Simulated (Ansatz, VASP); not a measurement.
# TiB2 in VASP and in Ansatz

INCAR

```
SYSTEM = TiB2
PREC = Accurate
ENCUT = 520
EDIFF = 1E-8
ISMEAR = -1
SIGMA = 0.08
LREAL = .FALSE.
LASPH = .TRUE.
NELM = 100
ALGO = Normal
ISIF = 2
LWAVE = .FALSE.
LCHARG = .FALSE.
GGA = PE
LEFG = .TRUE.
NBANDS = 16
```

Contents of KPOINTS:

```
regular mesh
0
G
  15 15 13
  0 0 0
```

POSCAR

```
TiB2
1.0
    3.0690606440      0.0000000000      0.0000000000
   -1.5345303220      2.6578844835      0.0000000000
    0.0000000000      0.0000000000      3.2708838193
Ti B
1 2
Direct
    0.0000000000      0.0000000000      0.0000000000
    0.3333333333      0.6666666667      0.5000000000
    0.6666666667      0.3333333333      0.5000000000
```

Input for Ansatz:

```yaml
crystal:
  lattice:
    - [3.069060644, 0.0, 0.0]
    - [-1.534530322, 2.6578844835, 0.0]
    - [0.0, 0.0, 3.2708838193]
  atoms:
    - { symbol: Ti, position: [0.0, 0.0, 0.0] }
    - { symbol: B, position: [0.3333333333, 0.6666666667, 0.5] }
    - { symbol: B, position: [0.6666666667, 0.3333333333, 0.5] }
kpoints:
  mp_grid: { grid: [15, 15, 13] }
scf:
  occupations: { method: fermi_dirac, width: 0.08 }
hamiltonian:
  xc: pbe
  pseudopotentials: { kind: paw }
output:
  forces: true
  stress: true
  eigenvalues: true
  efg: { contact_densities: true }
```

Change from the starting cell: volume scaled by 1.04, PAW files.

Alike in both runs: task electric field gradients; functional PBE; k mesh 15 × 15 × 13; occupations fermi-dirac, width 0.08 eV; no spin polarisation.

```csv
,VASP,Ansatz
version,VASP 6.6.1,Ansatz 0.2.0
potentials or method,"VASP PAW PBE potentials, release 64 (Ti_sv, B)","PAW with Ansatz's default frozen-core files, scalar-relativistic"
plane-wave cutoff (eV),520,420
valence electrons in the cell,18,18
```

```tsv
	VASP	Ansatz	Ansatz less VASP
pressure (GPa)	-8.9	-9.1	-0.15
traceless stress, the component that is largest in VASP (GPa)	0.74	0.72	-0.021
size of Vzz on the site where it differs most (V/Å²)	17.5	19.8	+2.22
```
